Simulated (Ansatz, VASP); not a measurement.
**Pd in VASP and in Ansatz**

INCAR

```
PREC     = Accurate       # precision mode
ENCUT    = 520            # plane-wave cutoff, eV
EDIFF    = 1E-6           # SCF threshold, eV
ISMEAR   = 0              # smearing method
SIGMA    = 0.022          # smearing width, eV
LREAL    = False          # projectors in reciprocal space
LASPH    = True           # aspherical terms in the spheres
NELM     = 60             # most SCF steps
ALGO     = Normal         # electronic algorithm
ISIF     = 2              # what is computed and relaxed
LWAVE    = False          # write WAVECAR
LCHARG   = False          # write CHGCAR
GGA      = PE             # functional
NBANDS   = 17             # bands
```

File KPOINTS:

```
regular mesh
0
Gamma
  11 11 6
```

File POSCAR:

```
Pd
1.0
    2.7836650458      0.0000000000      0.0000000000
   -1.3918325229      2.4107246453      0.0000000000
    0.0000000000      0.0000000000      4.6288930000
Pd
2
Direct
    0.3333333333      0.6666666667      0.2500000000
    0.6666666667      0.3333333333      0.7500000000
```

The input input.yaml:

```yaml
crystal:
  lattice:
    - [2.7836650458, 0.0, 0.0]
    - [-1.3918325229, 2.4107246453, 0.0]
    - [0.0, 0.0, 4.628893]
  atoms:
    - { symbol: Pd, position: [0.3333333333, 0.6666666667, 0.25] }
    - { symbol: Pd, position: [0.6666666667, 0.3333333333, 0.75] }
hamiltonian:
  xc: pbe
  pseudopotentials: { kind: paw }
kpoints:
  mp_grid: { grid: [11, 11, 6] }
scf:
  occupations: { method: gaussian, width: 0.022 }
output:
  forces: true
  stress: true
  eigenvalues: true
```

Alike in both runs: task single point; functional PBE; k mesh 11 × 11 × 6; occupations gaussian, width 0.022 eV; no spin polarisation.

|  | VASP | Ansatz |
| --- | --- | --- |
| version | VASP 6.6.1 | Ansatz 0.2.0 |
| potentials or method | VASP PAW PBE potentials, release 64 (Pd) | Ansatz PAW |
| plane-wave cutoff (eV) | 520 | 420 |
| valence electrons in the cell | 20 | 36 |

VASP gave:

```
gap on the k mesh at the Fermi level (eV)                     : none
pressure (GPa)                                                : -1.8
traceless stress, the component that is largest in VASP (GPa) : 0.28
```

Task: Which values does Ansatz return?

Result: gap on the k mesh at the Fermi level (eV): none; pressure (GPa): -1.6; traceless stress, the component that is largest in VASP (GPa): 0.39.

A gap of «none» marks a metal or a gap that the smearing closes. VASP's potentials hold 20 valence electrons a cell and Ansatz's 36, so a difference there can come from the potentials and not from the codes.
